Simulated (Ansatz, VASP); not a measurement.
# One calculation of GaP, two programs

Contents of INCAR:

```
SYSTEM = GaP
  ALGO = Normal
  EDIFF = 1E-7
  ENCUT = 520
  ISIF = 2
  ISMEAR = -1
  LASPH = .TRUE.
  LCHARG = .FALSE.
  LREAL = .FALSE.
  LWAVE = .FALSE.
  NBANDS = 26
  NELM = 60
  PREC = Accurate
  SIGMA = 0.02
```

Contents of KPOINTS:

```
k-points
0
G
  8 6 8
  0 0 0
```

POSCAR

```
GaP
1.0
   -2.6955371980      2.6955371980      0.0000000000
    0.0000000000      0.0000000000      5.3910743960
    2.6955371980      2.6955371980      0.0000000000
Ga P
2 2
Direct
    0.0000000000      0.0000000000      0.0000000000
    0.5000000000      0.5000000000      0.5000000000
    0.0000000000      0.2500000000      0.5000000000
    0.5000000000      0.7500000000      0.0000000000
```

Input for Ansatz:

```yaml
crystal:
  lattice:
    - [-2.695537198, 2.695537198, 0.0]
    - [0.0, 0.0, 5.391074396]
    - [2.695537198, 2.695537198, 0.0]
  atoms:
    - { symbol: Ga, position: [0.0, 0.0, 0.0] }
    - { symbol: Ga, position: [0.5, 0.5, 0.5] }
    - { symbol: P, position: [0.0, 0.25, 0.5] }
    - { symbol: P, position: [0.5, 0.75, 0.0] }
kpoints:
  mp_grid: { grid: [8, 6, 8] }
scf:
  occupations: { method: fermi_dirac, width: 0.02 }
hamiltonian:
  xc: lda
  pseudopotentials: { kind: paw }
output:
  forces: true
  stress: true
  eigenvalues: true
```

Alike in both runs: task single point; functional LDA; k mesh 8 × 6 × 8; occupations fermi-dirac, width 0.02 eV; no spin polarisation.

|  | VASP | Ansatz |
| --- | --- | --- |
| version | VASP 6.6.1 | Ansatz 0.2.0 |
| potentials or method | VASP PAW LDA potentials, release 64 (Ga_d, P) | PAW with Ansatz's default frozen-core files, scalar-relativistic |
| plane-wave cutoff (eV) | 520 | 420 |
| valence electrons in the cell | 36 | 36 |

VASP gave:

```
gap on the k mesh at the Fermi level (eV) : 1.39
pressure (GPa)                            : 0.1
```

Which values does Ansatz return?

gap on the k mesh at the Fermi level (eV): 1.39; pressure (GPa): 0.0.

LDA's correlation is that of Perdew and Zunger in VASP and of Perdew and Wang (1992) in Ansatz.
